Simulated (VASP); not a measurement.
# Ru (P6_3/mmc) in VASP: further runs

Runs on Ru. Level: PBE. Tasks: single point.

All numbers are computed with VASP 6.6.1; they aren't measurements. Logs are shortened: lines on timing, memory, paths and dates and some standing lists are left out, and cuts for length are marked.

### 1 The cell of the first run

It takes space group P6_3/mmc (No. 194, hexagonal). Conventional cell: a = 2.693 Å, b = 2.693 Å, c = 4.323 Å, α = 90.00°, β = 90.00°, γ = 120.00°. Within 3.5 Å of Ru (site symmetry -6m2) lie 12 Ru at 2.66 to 2.69 Å.

### 2 Single point, PBE (biaxial strain in the a-b plane: -1.0 %)

The input, INCAR:

```
  ALGO = Fast
  EDIFF = 1E-6
  ENCUT = 520
  GGA = PE
  ISIF = 2
  ISMEAR = 0
  LASPH = T
  LCHARG = F
  LREAL = F
  LWAVE = F
  NBANDS = 21
  NELM = 100
  PREC = Accurate
  SIGMA = 0.1
```

The input, KPOINTS:

```
k-points
0
Gamma
  24 24 12
```

The input, POSCAR:

```
Ru
1.0
    2.6927967715      0.0000000000      0.0000000000
   -1.3463983858      2.3320304114      0.0000000000
    0.0000000000      0.0000000000      4.3225513919
Ru
2
Direct
    0.3333333333      0.6666666667      0.2500000000
    0.6666666667      0.3333333333      0.7500000000
```

Potentials or basis: VASP PAW PBE potentials, release 64 (Ru_pv).

Started as:

```bash
cat potpaw_PBE.64/Ru_pv/POTCAR > POTCAR
mpirun -np 1 vasp_std > vasp.out
```

OUTCAR:

```text
EDIFF = 1E-6
   ENCUT = 520
   GGA = PE
   ISIF = 2
   ISMEAR = 0
   LASPH = T
   LREAL = F
   NELM = 100
   PREC = Accurate

 ion  position               nearest neighbor table
   1  0.333  0.667  0.250-   2 2.66   2 2.66   2 2.66   2 2.66   2 2.66   2 2.66
   2  0.667  0.333  0.750-   1 2.66   1 2.66   1 2.66   1 2.66   1 2.66   1 2.66

  LATTYP: Found a hexagonal cell.
 ALAT       =     2.6927967715
 C/A-ratio  =     1.6052274860

  Lattice vectors:

 A1 = (   2.6927967715,   0.0000000000,   0.0000000000)
 A2 = (  -1.3463983858,   2.3320304114,   0.0000000000)
 A3 = (   0.0000000000,   0.0000000000,   4.3225513919)

Analysis of symmetry for initial positions (statically):
=====================================================================
 Subroutine PRICEL returns:
 Original cell was already a primitive cell.

 Routine SETGRP: Setting up the symmetry group for a
 hexagonal supercell.

 Subroutine GETGRP returns: Found 24 space group operations
 (whereof 12 operations were pure point group operations)
 out of a pool of 24 trial point group operations.

The static configuration has the point symmetry D_3d.
 The point group associated with its full space group is D_6h.

Analysis of symmetry for dynamics (positions and initial velocities):
=====================================================================
 Subroutine PRICEL returns:
 Original cell was already a primitive cell.

 Routine SETGRP: Setting up the symmetry group for a
 hexagonal supercell.

 Subroutine GETGRP returns: Found 24 space group operations
 (whereof 12 operations were pure point group operations)
 out of a pool of 24 trial point group operations.

The dynamic configuration has the point symmetry D_3d.
 The point group associated with its full space group is D_6h.

 Subroutine INISYM returns: Found 24 space group operations
 (whereof 12 operations are pure point group operations),
 and found     1 'primitive' translations

----------------------------------------------------------------------------------------

                                     Primitive cell

  volume of cell :      27.1443

  direct lattice vectors                    reciprocal lattice vectors
     2.692796771  0.000000000  0.000000000     0.371361111  0.214405437  0.000000000
    -1.346398386  2.332030411  0.000000000     0.000000000  0.428810874  0.000000000
     0.000000000  0.000000000  4.322551392     0.000000000  0.000000000  0.231344849

  length of vectors
     2.692796771  2.692796772  4.322551392     0.428810874  0.428810874  0.231344849

  position of ions in fractional coordinates (direct lattice)
     0.333333333  0.666666667  0.250000000
     0.666666667  0.333333333  0.750000000

  ion indices of the primitive-cell ions
   primitive index   ion index
                 1           1
                 2           2

----------------------------------------------------------------------------------------

 KPOINTS: k-points

Automatic generation of k-mesh.
 Grid dimensions read from file:
 generate k-points for:   24   24   12

 Generating k-lattice:

  Cartesian coordinates                     Fractional coordinates (reciprocal lattice)
     0.015473380  0.008933560  0.000000000     0.041666667  0.000000000  0.000000000
     0.000000000  0.017867120  0.000000000     0.000000000  0.041666667  0.000000000
     0.000000000  0.000000000  0.019278737     0.000000000  0.000000000  0.083333333

  Length of vectors
     0.017867120  0.017867120  0.019278737

  Shift w.r.t. Gamma in fractional coordinates (k-lattice)
     0.000000000  0.000000000  0.000000000

 Subroutine IBZKPT returns following result:
 ===========================================

 Found    427 irreducible k-points:

 Following reciprocal coordinates:
            Coordinates               Weight
  0.000000  0.000000  0.000000      1.000000
  0.041667  0.000000  0.000000      6.000000
  0.083333  0.000000  0.000000      6.000000
  0.125000  0.000000  0.000000      6.000000
  0.166667 -0.000000  0.000000      6.000000
  0.208333 -0.000000  0.000000      6.000000
[... 16 lines left out ...]
  0.416667  0.041667  0.000000     12.000000
  0.458333  0.041667  0.000000     12.000000
 [... further k-points ...]
   k-points           NKPTS =    427   k-points in BZ     NKDIM =    427   number of bands    NBANDS=     21
   number of dos      NEDOS =    301   number of ions     NIONS =      2
   total plane-waves  NPLWV =  12800
   dimension x,y,z NGX =    20 NGY =   20 NGZ =   32
   dimension x,y,z NGXF=    40 NGYF=   40 NGZF=   64
   ions per type =               2
   NGX,Y,Z   is equivalent  to a cutoff of  12.35, 12.35, 12.31 a.u.
   NGXF,Y,Z  is equivalent  to a cutoff of  24.69, 24.69, 24.61 a.u.
 SYSTEM =  unknown system
   PREC   = accura    normal or accurate (medium, high low for compatibility)
   ISTART =      0    job   : 0-new  1-cont  2-samecut
   ICHARG =      2    charge: 1-file 2-atom 10-const
   ISPIN  =      1    spin polarized calculation?
   LNONCOLLINEAR =      F non collinear calculations
   LSORBIT =      F    spin-orbit coupling
   LASPH  =      T    aspherical Exc in radial PAW
   ENCUT  =  520.0 eV  38.22 Ry    6.18 a.u.   5.01  5.01  8.04*2*pi/ulx,y,z
   NELM   =    100;   NELMIN=  2; NELMDL= -5     # of ELM steps
   EDIFF  = 0.1E-05   stopping-criterion for ELM
   LREAL  =      F    real-space projection
   EDIFFG = 0.1E-04   stopping-criterion for IOM
   NSW    =      0    number of steps for IOM
   IBRION =     -1    ionic relax: 0-MD 1-quasi-New 2-CG
   NFREE  =      0    steps in history (QN), initial steepest desc. (CG)
   ISIF   =      2    stress and relaxation
   ISYM   =      2    0-nonsym 1-usesym 2-fastsym
   POTIM  = 0.5000    time-step for ionic-motion
   TEBEG  =    0.0;   TEEND  =   0.0 temperature during run
   PSTRESS=    0.0 pullay stress
   NELECT =      28.0000    total number of electrons
   NUPDOWN=      -1.0000    fix difference up-down
   EMIN   =  10.00;   EMAX   =-10.00  energy-range for DOS
   EFERMI =   0.00;   METHOD = LEGACY
   ISMEAR =     0;   SIGMA  =   0.10  broadening in eV -4-tet -1-fermi 0-gaus
   EFERMI_NEDOS =   21; number of points for ismear=-14 and -15
   IALGO  =     68    algorithm
   IMIX   =      4    mixing-type and parameters
     AMIX     =   0.40;   BMIX     =  1.00
     AMIX_MAG =   1.60;   BMIX_MAG =  1.00
  volume/ion in A,a.u.               =      13.57        91.59
  Fermi-wavevector in a.u.,A,eV,Ry     =   1.654124  3.125842 37.227279  2.736128
  Thomas-Fermi vector in A             =   2.742445
   LORBIT       =      0    0 simple, 1 ext, 2 COOP (PROOUT), +10 PAW based schemes
   GGA     = PE    functional components
   LHFCALC =     F    Hartree Fock is set to
   AEXX    =    0.0000 exact exchange contribution
   IVDW    =     0    specifies the selected vdW correction
   LEPSILON=     F    determine dielectric tensor
   LRPA    =     F    only Hartree local field effects (RPA)
 non-spin polarized calculation
 RMM-DIIS sequential band-by-band and
 Gauss-broadening in eV      SIGMA  =   0.10
  energy-cutoff  :      520.00
  volume of cell :       27.14
 maximum number of plane-waves:       756
 NGX is ok and might be reduce to    20
   NGX =  9   NGY =  9   NGZ = 17

 number of electron      28.0000011 magnetization

 Free energy of the ion-electron system (eV)
  ---------------------------------------------------
  ext. energy  EPLUGINS =         0.00000000
  ---------------------------------------------------
  free energy    TOTEN  =       -18.45815475 eV

  energy without entropy =      -18.44877416  energy(sigma->0) =      -18.45346445

 E-fermi :  12.8637     XC(G=0): -14.1230

 val. band max:       12.8617354346   @ k =   0.2917  -0.0000   0.2500
 cond. band min:      12.8651684296   @ k =   0.1250   0.0833   0.3333
 fundamental gap:      0.0034329950
 Fermi energy:        12.8637461450

 k-point     1 :       0.0000    0.0000    0.0000
  band No.  band energies     occupation
      1     -30.7837      2.00000
      2     -29.8523      2.00000
      3     -29.8523      2.00000
      4     -29.6945      2.00000
      5     -29.6945      2.00000
      6     -29.6742      2.00000
[... 13 lines left out ...]
     20      23.2627      0.00000
     21      23.2745      0.00000

 k-point     2 :       0.0417    0.0000    0.0000
  band No.  band energies     occupation
      1     -30.7778      2.00000
      2     -29.8656      2.00000
      3     -29.8567      2.00000
      4     -29.7084      2.00000
      5     -29.6964      2.00000
      6     -29.6767      2.00000
[... 13 lines left out ...]
     20      23.2627      0.00000
     21      23.2742      0.00000

 k-point     3 :       0.0833    0.0000    0.0000
  band No.  band energies     occupation
      1     -30.7602      2.00000
      2     -29.9049      2.00000
      3     -29.8695      2.00000
      4     -29.7491      2.00000
      5     -29.7022      2.00000
      6     -29.6842      2.00000
[... 13 lines left out ...]
     20      23.2627      0.00000
     21      23.2732      0.00000

 k-point     4 :       0.1250    0.0000    0.0000
  band No.  band energies     occupation
      1     -30.7316      2.00000
      2     -29.9672      2.00000
      3     -29.8895      2.00000
      4     -29.8130      2.00000
      5     -29.7116      2.00000
      6     -29.6968      2.00000
[... 13 lines left out ...]
     20      23.2627      0.00000
     21      23.2714      0.00000

 k-point     5 :       0.1667   -0.0000    0.0000
  band No.  band energies     occupation
      1     -30.6929      2.00000
      2     -30.0485      2.00000
      3     -29.9150      2.00000
      4     -29.8952      2.00000
      5     -29.7243      2.00000
      6     -29.7146      2.00000
[... 13 lines left out ...]
     20      23.2627      0.00000
     21      23.2699      0.00000
[... 382 lines left out ...]
     20      23.2602      0.00000
     21      23.9887      0.00000

 k-point    22 :       0.3750    0.0417    0.0000
  band No.  band energies     occupation
      1     -30.5510      2.00000
      2     -30.3815      2.00000
      3     -30.3788      2.00000
      4     -30.0715      2.00000
      5     -29.8935      2.00000
      6     -29.8189      2.00000
[... 13 lines left out ...]
     20      23.5749      0.00000
     21      23.5798      0.00000

 k-point    23 :       0.4167    0.0417    0.0000
  band No.  band energies     occupation
      1     -30.6011      2.00000
      2     -30.4237      2.00000
      3     -30.3349      2.00000
      4     -30.0870      2.00000
      5     -29.9268      2.00000
      6     -29.8282      2.00000
[... 13 lines left out ...]
     20      24.2642      0.00000
     21      26.1744      0.00000

 k-point    24 :       0.4583    0.0417    0.0000
  band No.  band energies     occupation
      1     -30.6270      2.00000
      2     -30.4469      2.00000
      3     -30.3072      2.00000
      4     -30.0950      2.00000
      5     -29.9476      2.00000
      6     -29.8330      2.00000
[... 13 lines left out ...]
     20      24.6671      0.00000
     21      25.8591      0.00000

 [... further k-points ...]

------------------------ aborting loop because EDIFF is reached ----------------------------------------

  FORCE on cell =-STRESS in cart. coord.  units (eV):
  Direction    XX          YY          ZZ          XY          YZ          ZX
  --------------------------------------------------------------------------------------
  -------------------------------------------------------------------------------------
  Total        1.1908139      1.1908139     -0.1541072     -0.0000000     -0.0000000     -0.0000000
  in kB       70.2872478     70.2872478     -9.0961062     -0.0000000     -0.0000000     -0.0000000
  external PRESSURE =      43.8261298 kB  Pullay stress =       0.0000000 kB

 VOLUME and BASIS-vectors are now :
 -----------------------------------------------------------------------------
  energy-cutoff  :      520.00
  volume of cell :       27.14
      direct lattice vectors                 reciprocal lattice vectors
     2.692796771  0.000000000  0.000000000     0.371361111  0.214405437  0.000000000
    -1.346398386  2.332030411  0.000000000     0.000000000  0.428810874  0.000000000
     0.000000000  0.000000000  4.322551392     0.000000000  0.000000000  0.231344849

 POSITION                                       TOTAL-FORCE (eV/Angst)
 -----------------------------------------------------------------------------------
     -0.00000      1.55469      1.08064         0.000000      0.000000      0.000000
      1.34640      0.77734      3.24191        -0.000000      0.000000      0.000000
 -----------------------------------------------------------------------------------
    total drift:                               -0.000000      0.000000     -0.000000

  FREE ENERGIE OF THE ION-ELECTRON SYSTEM (eV)
  ---------------------------------------------------
  free  energy   TOTEN  =       -18.4581547461 eV

  energy  without entropy=      -18.4487741587  energy(sigma->0) =      -18.45346445
```

It took 5.2 min on 1 thread of Intel Xeon 8259CL, shared host; peak memory 0.29 GiB.

Results:

```yaml
Free_energy: -18.4582 eV
Pressure: 4.4 GPa
Band_gap_on_the_k_mesh: zero (bands 14 and 15 overlap by 3.24 eV)
```

Stress tensor (GPa, compression positive):
```
 7.03  0.00  0.00
 0.00  7.03  0.00
 0.00  0.00 -0.91
```

Levels at points of the mesh, in eV from the Fermi level:
```tsv
k point	band 11	band 12	band 13	band 14	band 15	band 16	band 17	band 18
(0.00, 0.00, 0.00)	-2.57	-1.95	-1.95	-1.30	-1.30	1.11	1.17	1.17
(0.50, 0.00, 0.00)	-2.18	-1.76	-1.61	1.50	1.84	1.88	4.08	6.16
(0.00, 0.00, 0.50)	-2.73	-2.73	-2.73	-2.73	0.52	0.52	0.52	0.52
(0.50, 0.00, 0.50)	-1.02	-1.02	0.44	0.44	1.73	1.73	3.39	3.39
```

Caveat: the cell differs from its parent crystal (biaxial strain in the a-b plane: -1.0 %); the cell stands under pressure.

### 3 Single point, PBE

This run uses another cell than the first one, of 13.77 Å³/atom.

The input, INCAR:

```
SYSTEM = Ru
ALGO = Fast ; EDIFF = 1E-6
ENCUT = 520 ; GGA = PE
ISIF = 2 ; ISMEAR = 0
LASPH = .TRUE. ; LCHARG = .TRUE.
LELF = .TRUE. ; LREAL = .FALSE.
LVHAR = .TRUE. ; LWAVE = .FALSE.
NBANDS = 21 ; NELM = 80
PREC = Accurate ; SIGMA = 0.1
```

The input, KPOINTS:

```
k-points
0
G
  24 24 12
  0 0 0
```

The input, POSCAR:

```
Ru
1.0
    2.7199967389      0.0000000000      0.0000000000
   -1.3599983695      2.3555862741      0.0000000000
    0.0000000000      0.0000000000      4.2967707673
Ru
2
Direct
    0.3333333333      0.6666666667      0.2500000000
    0.6666666667      0.3333333333      0.7500000000
```

Potentials or basis: VASP PAW PBE potentials, release 64 (Ru_pv).

Started as:

```bash
cat potpaw_PBE.64/Ru_pv/POTCAR > POTCAR
mpirun -np 1 vasp_std > vasp.out
```

Run time: 4.8 min. Hardware: 1 thread of Intel Xeon 8259CL, shared host; peak memory 0.29 GiB.

It converged, with:

- Free energy: -18.4714 eV
- Pressure: -0.1 GPa
- Band gap on the k mesh: zero (bands 14 and 15 overlap by 3.09 eV)

Stress tensor (GPa, compression positive):
```
 0.19  0.00  0.00
 0.00  0.19  0.00
 0.00  0.00 -0.63
```

Levels at points of the mesh, in eV from the Fermi level:
| k point | band 12 | band 13 | band 14 | band 15 | band 16 | band 17 |
| --- | --- | --- | --- | --- | --- | --- |
| (0.00, 0.00, 0.00) | -1.89 | -1.89 | -1.39 | -1.39 | 1.14 | 1.14 |
| (0.50, 0.00, 0.00) | -1.79 | -1.50 | 1.36 | 1.77 | 1.86 | 3.97 |
| (0.00, 0.00, 0.50) | -2.73 | -2.67 | -2.67 | 0.51 | 0.51 | 0.51 |
| (0.50, 0.00, 0.50) | -1.06 | 0.42 | 0.42 | 1.61 | 1.61 | 3.32 |

(Part 1 of 2 ends here.)
